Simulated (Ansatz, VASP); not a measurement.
# Ca: VASP beside Ansatz

Contents of INCAR:

```
SYSTEM = Ca
ALGO = Normal
EDIFF = 1E-6
EDIFFG = -0.01
ENCUT = 600
GGA = PS
IBRION = 2
ISIF = 3
ISMEAR = -1
LASPH = .True.
LCHARG = .False.
LREAL = .False.
LWAVE = .False.
NELM = 60
NSW = 80
PREC = Accurate
SIGMA = 0.1
```

File KPOINTS:

```
k-points
0
Gamma
  9 9 9
  0 0 0
```

POSCAR

```
Ca
1.0
    3.6119528465      0.0000000000      0.0000000000
    0.0000000000      3.6119528465      0.0000000000
    0.0000000000      0.0000000000      3.6119528465
Ca
1
Direct
    0.0000000000      0.0000000000      0.0000000000
```

Input for Ansatz:

```yaml
crystal:
  lattice:
    - [3.6119528465, 0.0, 0.0]
    - [0.0, 3.6119528465, 0.0]
    - [0.0, 0.0, 3.6119528465]
  atoms:
    - { symbol: Ca, position: [0.0, 0.0, 0.0] }
hamiltonian:
  xc: pbesol
  pseudopotentials:
    kind: paw
    azcp:
      Ca: "pseudopotentials/Ca.paw.azcp"
basis:
  ecutwfc: 420
  fft_grid_basis: typed
kpoints:
  mp_grid: { grid: [9, 9, 9], shift: [0, 0, 0] }
magnetization:
  spin_polarized: false
scf:
  occupations: { method: fermi_dirac, width: 0.1 }
relax:
  max_steps: 60
  f_tol: 0.01
  cell: {}
output:
  write_density: true
  write_potential: true
  elf: true
  volumetric_format: npy
```

Alike in both runs: task relaxation of cell and atoms; functional PBEsol; k mesh 9 × 9 × 9; occupations fermi-dirac, width 0.1 eV; no spin polarisation.

```csv
,VASP,Ansatz
version,VASP 6.6.1,Ansatz 0.2.0
potentials or method,"VASP PAW PBE potentials, release 64 (Ca_sv), cutoff 600 eV","plane waves (420 eV) with PAW, scalar-relativistic"
valence electrons in the cell,10,10
```

|  | VASP | Ansatz | Ansatz less VASP |
| --- | --- | --- | --- |
| relaxed volume (Å³/atom) | 41.78 | 41.73 | -0.053 |
| relaxed length of the cell vector where the two differ most in proportion (Å) | 3.470 | 3.468 | -0.0015 |

VASP's potentials were made for PBE, not for PBEsol, and Ansatz warns of the same on its side.
